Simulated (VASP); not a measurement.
NaAgPtC6N6, 15 atoms in the cell. The structure is cubic, space group F-43m (No. 216). Conventional cell: a = 11.200 Å, b = 11.200 Å, c = 11.200 Å, α = 90.00°, β = 90.00°, γ = 90.00°. Na (site symmetry -43m) has 12 C at 3.98 Å and 12 N at 4.04 Å and 4 Ag at 4.85 Å and 4 Pt at 4.85 Å within 5.2 Å. Within 3.2 Å of Ag (site symmetry -43m) lie 6 C at 2.42 Å. Within 2.7 Å of Pt (site symmetry -43m) lie 6 N at 2.01 Å. C (site symmetry 2mm) has 1 N at 1.17 Å within 1.6 Å. Within 1.6 Å of N (site symmetry 2mm) lie 1 C at 1.17 Å. 

* Program: VASP 6.6.1
* Task: single point
* Functional: PBE
* Potentials or basis: VASP PAW PBE potentials, release 64 (Na_pv, Ag, Pt, C, N)
* Cutoff: 520 eV
* k mesh: 4 × 4 × 4
* Occupations: gaussian, width 0.1 eV
* Spin: no spin polarisation
* Dipole correction: no
* Further INCAR settings: LREAL = Auto; ALGO = Normal; EDIFF = 1e-06; NBANDS = 54

Potentials or basis: VASP PAW PBE potentials, release 64 (Na_pv, Ag, Pt, C, N).

Run with:

```sh
$ cat potpaw_PBE.64/Na_pv/POTCAR potpaw_PBE.64/Ag/POTCAR potpaw_PBE.64/Pt/POTCAR potpaw_PBE.64/C/POTCAR potpaw_PBE.64/N/POTCAR > POTCAR
$ mpirun -np 1 vasp_std > vasp.out
```

Hardware: 1 thread of Intel(R) Xeon(R) 6975P-C (Granite Rapids), with other jobs on the host.

Task: How long does it take, and how much memory?

Result: Run time: 3.5 min on 1 thread of Intel(R) Xeon(R) 6975P-C (Granite Rapids) (shared host), peak memory 0.54 GiB. Counts: scf iterations 23, k points 8.
